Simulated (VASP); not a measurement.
# In3Cu (Im-3m) in VASP: further runs

In3Cu is run at these levels: PBE; tasks: single point, relaxation of cell and atoms.

All numbers are computed with VASP 6.6.1; they aren't measurements. Logs are shortened: lines on timing, memory, paths and dates and some standing lists are left out, and cuts for length are marked.

### Step 1. The cell of the first run

The structure is cubic, space group Im-3m (No. 229). Conventional cell: a = 5.749 Å, b = 5.749 Å, c = 5.749 Å, α = 90.00°, β = 90.00°, γ = 90.00°. In (site symmetry 4/mmm) has 4 In at 2.87 Å and 2 Cu at 2.87 Å within 3.8 Å. Within 3.8 Å of Cu (site symmetry m-3m) lie 6 In at 2.87 Å.

### Step 2. Single point, PBE

The input, INCAR:

```
ALGO = Fast
EDIFF = 1E-6
ENCUT = 520
GGA = PE
ISIF = 2
ISMEAR = 0
LASPH = True
LCHARG = True
LELF = True
LREAL = False
LVHAR = True
LWAVE = False
NBANDS = 33
NELM = 100
PREC = Accurate
SIGMA = 0.1
```

The input, KPOINTS:

```
k-points
0
Gamma
  4 4 4
```

The input, POSCAR:

```
In3Cu
1.0
   -2.8744651500      2.8744651500      2.8744651500
    2.8744651500     -2.8744651500      2.8744651500
    2.8744651500      2.8744651500     -2.8744651500
In Cu
3 1
Direct
    0.0000000000      0.5000000000      0.5000000000
    0.5000000000      0.0000000000      0.5000000000
    0.5000000000      0.5000000000      0.0000000000
    0.0000000000      0.0000000000      0.0000000000
```

Potentials or basis: VASP PAW PBE potentials, release 64 (In_d, Cu).

Launch:

```
$ cat potpaw_PBE.64/In_d/POTCAR potpaw_PBE.64/Cu/POTCAR > POTCAR
$ mpirun -np 1 vasp_std > vasp.out
```

OUTCAR:

```text
EDIFF = 1E-6
   ENCUT = 520
   GGA = PE
   ISIF = 2
   ISMEAR = 0
   LASPH = True
   LREAL = False
   NELM = 100
   PREC = Accurate

 ion  position               nearest neighbor table
   1  0.000  0.500  0.500-   2 2.87   3 2.87   4 2.87   4 2.87   3 2.87   2 2.87
   2  0.500  0.000  0.500-   1 2.87   3 2.87   4 2.87   3 2.87   4 2.87   1 2.87
   3  0.500  0.500  0.000-   1 2.87   2 2.87   4 2.87   2 2.87   1 2.87   4 2.87
   4  0.000  0.000  0.000-   1 2.87   2 2.87   3 2.87   1 2.87   2 2.87   3 2.87

  LATTYP: Found a body centered cubic cell.
 ALAT       =     5.7489303000

  Lattice vectors:

 A1 = (  -2.8744651500,   2.8744651500,   2.8744651500)
 A2 = (   2.8744651500,  -2.8744651500,   2.8744651500)
 A3 = (   2.8744651500,   2.8744651500,  -2.8744651500)

Analysis of symmetry for initial positions (statically):
=====================================================================
 Subroutine PRICEL returns:
 Original cell was already a primitive cell.

 Routine SETGRP: Setting up the symmetry group for a
 body centered cubic supercell.

 Subroutine GETGRP returns: Found 48 space group operations
 (whereof 48 operations were pure point group operations)
 out of a pool of 48 trial point group operations.

The static configuration has the point symmetry O_h .

Analysis of symmetry for dynamics (positions and initial velocities):
=====================================================================
 Subroutine PRICEL returns:
 Original cell was already a primitive cell.

 Routine SETGRP: Setting up the symmetry group for a
 body centered cubic supercell.

 Subroutine GETGRP returns: Found 48 space group operations
 (whereof 48 operations were pure point group operations)
 out of a pool of 48 trial point group operations.

The dynamic configuration has the point symmetry O_h .

 Subroutine INISYM returns: Found 48 space group operations
 (whereof 48 operations are pure point group operations),
 and found     1 'primitive' translations

----------------------------------------------------------------------------------------

                                     Primitive cell

  volume of cell :      95.0016

  direct lattice vectors                    reciprocal lattice vectors
    -2.874465150  2.874465150  2.874465150     0.000000000  0.173945403  0.173945403
     2.874465150 -2.874465150  2.874465150     0.173945403  0.000000000  0.173945403
     2.874465150  2.874465150 -2.874465150     0.173945403  0.173945403  0.000000000

  length of vectors
     4.978719684  4.978719684  4.978719684     0.245995949  0.245995949  0.245995949

  position of ions in fractional coordinates (direct lattice)
     0.000000000  0.500000000  0.500000000
     0.500000000  0.000000000  0.500000000
     0.500000000  0.500000000  0.000000000
     0.000000000  0.000000000  0.000000000

  ion indices of the primitive-cell ions
   primitive index   ion index
                 1           1
                 2           2
                 3           3
                 4           4

----------------------------------------------------------------------------------------

 KPOINTS: k-points

Automatic generation of k-mesh.
 Grid dimensions read from file:
 generate k-points for:    4    4    4

 Generating k-lattice:

  Cartesian coordinates                     Fractional coordinates (reciprocal lattice)
     0.000000000  0.043486351  0.043486351     0.250000000  0.000000000  0.000000000
     0.043486351  0.000000000  0.043486351     0.000000000  0.250000000  0.000000000
     0.043486351  0.043486351  0.000000000     0.000000000  0.000000000  0.250000000

  Length of vectors
     0.061498987  0.061498987  0.061498987

  Shift w.r.t. Gamma in fractional coordinates (k-lattice)
     0.000000000  0.000000000  0.000000000

 Subroutine IBZKPT returns following result:
 ===========================================

 Found      8 irreducible k-points:

 Following reciprocal coordinates:
            Coordinates               Weight
  0.000000  0.000000  0.000000      1.000000
  0.250000  0.000000  0.000000     12.000000
  0.500000  0.000000  0.000000      6.000000
  0.250000  0.250000  0.000000     24.000000
  0.250000  0.250000  0.250000      2.000000
 -0.250000  0.250000  0.250000      6.000000
  0.500000  0.500000  0.250000     12.000000
  0.500000  0.500000  0.500000      1.000000
   k-points           NKPTS =      8   k-points in BZ     NKDIM =      8   number of bands    NBANDS=     33
   number of dos      NEDOS =    301   number of ions     NIONS =      4
   total plane-waves  NPLWV =  64000
   dimension x,y,z NGX =    40 NGY =   40 NGZ =   40
   dimension x,y,z NGXF=    80 NGYF=   80 NGZF=   80
   ions per type =               3   1
   NGX,Y,Z   is equivalent  to a cutoff of  13.36, 13.36, 13.36 a.u.
   NGXF,Y,Z  is equivalent  to a cutoff of  26.71, 26.71, 26.71 a.u.
 SYSTEM =  unknown system
   PREC   = accura    normal or accurate (medium, high low for compatibility)
   ISTART =      0    job   : 0-new  1-cont  2-samecut
   ICHARG =      2    charge: 1-file 2-atom 10-const
   ISPIN  =      1    spin polarized calculation?
   LNONCOLLINEAR =      F non collinear calculations
   LSORBIT =      F    spin-orbit coupling
   LASPH  =      T    aspherical Exc in radial PAW
   ENCUT  =  520.0 eV  38.22 Ry    6.18 a.u.   9.26  9.26  9.26*2*pi/ulx,y,z
   NELM   =    100;   NELMIN=  2; NELMDL= -5     # of ELM steps
   EDIFF  = 0.1E-05   stopping-criterion for ELM
   LREAL  =      F    real-space projection
   EDIFFG = 0.1E-04   stopping-criterion for IOM
   NSW    =      0    number of steps for IOM
   IBRION =     -1    ionic relax: 0-MD 1-quasi-New 2-CG
   NFREE  =      0    steps in history (QN), initial steepest desc. (CG)
   ISIF   =      2    stress and relaxation
   ISYM   =      2    0-nonsym 1-usesym 2-fastsym
   POTIM  = 0.5000    time-step for ionic-motion
   TEBEG  =    0.0;   TEEND  =   0.0 temperature during run
   PSTRESS=    0.0 pullay stress
   NELECT =      50.0000    total number of electrons
   NUPDOWN=      -1.0000    fix difference up-down
   EMIN   =  10.00;   EMAX   =-10.00  energy-range for DOS
   EFERMI =   0.00;   METHOD = LEGACY
   ISMEAR =     0;   SIGMA  =   0.10  broadening in eV -4-tet -1-fermi 0-gaus
   EFERMI_NEDOS =   21; number of points for ismear=-14 and -15
   IALGO  =     68    algorithm
   IMIX   =      4    mixing-type and parameters
     AMIX     =   0.40;   BMIX     =  1.00
     AMIX_MAG =   1.60;   BMIX_MAG =  1.00
  volume/ion in A,a.u.               =      23.75       160.28
  Fermi-wavevector in a.u.,A,eV,Ry     =   1.321766  2.497775 23.770254  1.747064
  Thomas-Fermi vector in A             =   2.451496
   LORBIT       =      0    0 simple, 1 ext, 2 COOP (PROOUT), +10 PAW based schemes
   GGA     = PE    functional components
   LHFCALC =     F    Hartree Fock is set to
   AEXX    =    0.0000 exact exchange contribution
   IVDW    =     0    specifies the selected vdW correction
   LEPSILON=     F    determine dielectric tensor
   LRPA    =     F    only Hartree local field effects (RPA)
 non-spin polarized calculation
 RMM-DIIS sequential band-by-band and
 Gauss-broadening in eV      SIGMA  =   0.10
  energy-cutoff  :      520.00
  volume of cell :       95.00
 maximum number of plane-waves:      2587
 NGX is ok and might be reduce to    40
   NGX = 19   NGY = 19   NGZ = 19

 number of electron      50.0000020 magnetization

 Free energy of the ion-electron system (eV)
  ---------------------------------------------------
  ext. energy  EPLUGINS =         0.00000000
  ---------------------------------------------------
  free energy    TOTEN  =       -10.19476208 eV

  energy without entropy =      -10.18107339  energy(sigma->0) =      -10.18791774

 E-fermi :   6.9831     XC(G=0): -10.2897

 val. band max:        6.6971070281   @ k =   0.0000   0.0000   0.0000
 cond. band min:       6.9922870177   @ k =   0.2500   0.0000   0.0000
 fundamental gap:      0.2951799895
 Fermi energy:         6.9830576406

 k-point     1 :       0.0000    0.0000    0.0000
  band No.  band energies     occupation
      1      -8.4229      2.00000
      2      -8.4229      2.00000
      3      -8.1022      2.00000
      4      -8.1022      2.00000
      5      -8.1022      2.00000
      6      -8.0447      2.00000
[... 25 lines left out ...]
     32      11.6421      0.00000
     33      11.6421      0.00000

 k-point     2 :       0.2500    0.0000    0.0000
  band No.  band energies     occupation
      1      -8.3805      2.00000
      2      -8.2715      2.00000
      3      -8.0555      2.00000
      4      -8.0417      2.00000
      5      -8.0088      2.00000
      6      -7.9814      2.00000
[... 25 lines left out ...]
     32      13.1594      0.00000
     33      13.2428      0.00000

 k-point     3 :       0.5000    0.0000    0.0000
  band No.  band energies     occupation
      1      -8.3419      2.00000
      2      -7.9936      2.00000
      3      -7.9548      2.00000
      4      -7.9176      2.00000
      5      -7.8615      2.00000
      6      -7.8119      2.00000
[... 25 lines left out ...]
     32      14.0221      0.00000
     33      15.9616      0.00000

 k-point     4 :       0.2500    0.2500    0.0000
  band No.  band energies     occupation
      1      -8.2809      2.00000
      2      -8.1033      2.00000
      3      -7.9884      2.00000
      4      -7.9219      2.00000
      5      -7.9182      2.00000
      6      -7.8265      2.00000
[... 25 lines left out ...]
     32      14.4140      0.00000
     33      14.4501      0.00000

 k-point     5 :       0.2500    0.2500    0.2500
  band No.  band energies     occupation
      1      -7.9249      2.00000
      2      -7.9249      2.00000
      3      -7.9249      2.00000
      4      -7.8390      2.00000
      5      -7.7971      2.00000
      6      -7.7971      2.00000
[... 25 lines left out ...]
     32      11.8853      0.00000
     33      12.7313      0.00000

 k-point     6 :      -0.2500    0.2500    0.2500
  band No.  band energies     occupation
      1      -8.4280      2.00000
      2      -8.2082      2.00000
      3      -8.0719      2.00000
      4      -7.9770      2.00000
      5      -7.9770      2.00000
      6      -7.8404      2.00000
[... 25 lines left out ...]
     32      13.9887      0.00000
     33      15.4381      0.00000

 k-point     7 :       0.5000    0.5000    0.2500
  band No.  band energies     occupation
      1      -8.4155      2.00000
      2      -8.1195      2.00000
      3      -8.0592      2.00000
      4      -8.0205      2.00000
      5      -8.0035      2.00000
      6      -7.9617      2.00000
[... 25 lines left out ...]
     32      15.4095      0.00000
     33      15.7813      0.00000

 k-point     8 :       0.5000    0.5000    0.5000
  band No.  band energies     occupation
      1      -8.5042      2.00000
      2      -8.1659      2.00000
      3      -8.1659      2.00000
      4      -8.0422      2.00000
      5      -8.0422      2.00000
      6      -8.0422      2.00000
[... 25 lines left out ...]
     32      15.3960      0.00000
     33      15.3960      0.00000

------------------------ aborting loop because EDIFF is reached ----------------------------------------

  FORCE on cell =-STRESS in cart. coord.  units (eV):
  Direction    XX          YY          ZZ          XY          YZ          ZX
  --------------------------------------------------------------------------------------
  -------------------------------------------------------------------------------------
  Total        1.5767624      1.5767624      1.5767624      0.0000000      0.0000000      0.0000000
  in kB       26.5916760     26.5916760     26.5916760      0.0000000      0.0000000      0.0000000
  external PRESSURE =      26.5916760 kB  Pullay stress =       0.0000000 kB

 VOLUME and BASIS-vectors are now :
 -----------------------------------------------------------------------------
  energy-cutoff  :      520.00
  volume of cell :       95.00
      direct lattice vectors                 reciprocal lattice vectors
    -2.874465150  2.874465150  2.874465150     0.000000000  0.173945403  0.173945403
     2.874465150 -2.874465150  2.874465150     0.173945403  0.000000000  0.173945403
     2.874465150  2.874465150 -2.874465150     0.173945403  0.173945403  0.000000000

 POSITION                                       TOTAL-FORCE (eV/Angst)
 -----------------------------------------------------------------------------------
      2.87447      0.00000      0.00000         0.000000      0.000000     -0.000000
      0.00000      2.87447      0.00000        -0.000000     -0.000000      0.000000
      0.00000      0.00000      2.87447        -0.000000      0.000000     -0.000000
      0.00000      0.00000      0.00000        -0.000000     -0.000000     -0.000000
 -----------------------------------------------------------------------------------
    total drift:                               -0.000000     -0.000000      0.000000

  FREE ENERGIE OF THE ION-ELECTRON SYSTEM (eV)
  ---------------------------------------------------
  free  energy   TOTEN  =       -10.1947620799 eV

  energy  without entropy=      -10.1810733912  energy(sigma->0) =      -10.18791774
```

Run time: 82 s. Hardware: 1 thread of Intel Xeon Platinum 8259CL at 2.50GHz (Skylake/Cascade Lake), shared host; peak memory 0.23 GiB.

What came out:

| Item | Value |
| --- | --- |
| Free energy | -10.1948 eV |
| Pressure | 2.7 GPa |
| Band gap on the k mesh | zero (band 25 reaches 10.53 eV, above the bottom of band 26 at 4.84 eV) |

Caveat: the k points lie up to 0.39 Å⁻¹ apart; spin-orbit coupling is left out, which moves the levels of the heavy elements.

### Step 3. Single point, PBE

This run uses another cell than the first one, of 25.11 Å³/atom, 1.057 times its volume.

The input, INCAR:

```
PREC = Accurate
ENCUT = 520
EDIFF = 1E-6
ISMEAR = 0
SIGMA = 0.1
LREAL = F
LASPH = T
NELM = 80
ALGO = Fast
ISIF = 2
LWAVE = F
LCHARG = F
GGA = PE
NBANDS = 33
```

The input, KPOINTS:

```
regular mesh
0
Gamma
  4 4 4
```

The input, POSCAR:

```
In3Cu
1.0
   -2.9281083343      2.9281083343      2.9281083343
    2.9281083343     -2.9281083343      2.9281083343
    2.9281083343      2.9281083343     -2.9281083343
In Cu
3 1
Direct
    0.0000000000      0.5000000000      0.5000000000
    0.5000000000      0.0000000000      0.5000000000
    0.5000000000      0.5000000000      0.0000000000
    0.0000000000      0.0000000000      0.0000000000
```

Potentials or basis: VASP PAW PBE potentials, release 64 (In_d, Cu).

Launch:

```
$ cat potpaw_PBE.64/In_d/POTCAR potpaw_PBE.64/Cu/POTCAR > POTCAR
$ mpirun -np 1 vasp_std > vasp.out
```

OUTCAR:

```text
PREC = Accurate
   ENCUT = 520
   EDIFF = 1E-6
   ISMEAR = 0
   LREAL = F
   LASPH = T
   NELM = 80
   ISIF = 2
   GGA = PE

 ion  position               nearest neighbor table
   1  0.000  0.500  0.500-   2 2.93   3 2.93   4 2.93   4 2.93   3 2.93   2 2.93
   2  0.500  0.000  0.500-   1 2.93   3 2.93   4 2.93   3 2.93   4 2.93   1 2.93
   3  0.500  0.500  0.000-   1 2.93   2 2.93   4 2.93   2 2.93   1 2.93   4 2.93
   4  0.000  0.000  0.000-   1 2.93   2 2.93   3 2.93   1 2.93   2 2.93   3 2.93

[... 470 lines left out ...]
  Direction    XX          YY          ZZ          XY          YZ          ZX
  --------------------------------------------------------------------------------------
  -------------------------------------------------------------------------------------
  Total       -0.0920690     -0.0920690     -0.0920690      0.0000000      0.0000000     -0.0000000
  in kB       -1.4689344     -1.4689344     -1.4689344      0.0000000      0.0000000     -0.0000000
  external PRESSURE =      -1.4689344 kB  Pullay stress =       0.0000000 kB

 VOLUME and BASIS-vectors are now :
 -----------------------------------------------------------------------------
  energy-cutoff  :      520.00
  volume of cell :      100.42
      direct lattice vectors                 reciprocal lattice vectors
    -2.928108334  2.928108334  2.928108334     0.000000000  0.170758709  0.170758709
     2.928108334 -2.928108334  2.928108334     0.170758709  0.000000000  0.170758709
     2.928108334  2.928108334 -2.928108334     0.170758709  0.170758709  0.000000000

 POSITION                                       TOTAL-FORCE (eV/Angst)
 -----------------------------------------------------------------------------------
      2.92811      0.00000      0.00000         0.000000      0.000000     -0.000000
      0.00000      2.92811      0.00000        -0.000000      0.000000      0.000000
      0.00000      0.00000      2.92811         0.000000     -0.000000     -0.000000
      0.00000      0.00000      0.00000        -0.000000     -0.000000      0.000000
 -----------------------------------------------------------------------------------
    total drift:                               -0.000000     -0.000000      0.000000

  FREE ENERGIE OF THE ION-ELECTRON SYSTEM (eV)
  ---------------------------------------------------
  free  energy   TOTEN  =       -10.2368514427 eV

  energy  without entropy=      -10.2180773193  energy(sigma->0) =      -10.22746438
```

Wall time 83 s (1 thread of Intel Xeon Platinum 8259CL at 2.50GHz (Skylake/Cascade Lake), shared host); peak memory 0.23 GiB.

What came out:

| Quantity | Value |
| --- | --- |
| Free energy | -10.2369 eV |
| Pressure | -0.1 GPa |
| Band gap on the k mesh | zero (band 25 reaches 9.79 eV, above the bottom of band 26 at 4.32 eV) |

Levels at points of the mesh, in eV from the Fermi level:
```tsv
k point	band 23	band 24	band 25	band 26	band 27	band 28
(0.00, 0.00, 0.00)	-0.79	-0.79	-0.57	-0.57	0.56	0.56
(0.50, 0.00, 0.00)	-2.43	-1.38	-1.06	-0.36	2.52	3.20
(0.50, 0.50, 0.50)	-2.43	-2.43	-2.12	-2.12	3.09	3.09
```

Caveat: the k points lie up to 0.38 Å⁻¹ apart; spin-orbit coupling is left out, which moves the levels of the heavy elements.

(Continued in part 2 of 2.)
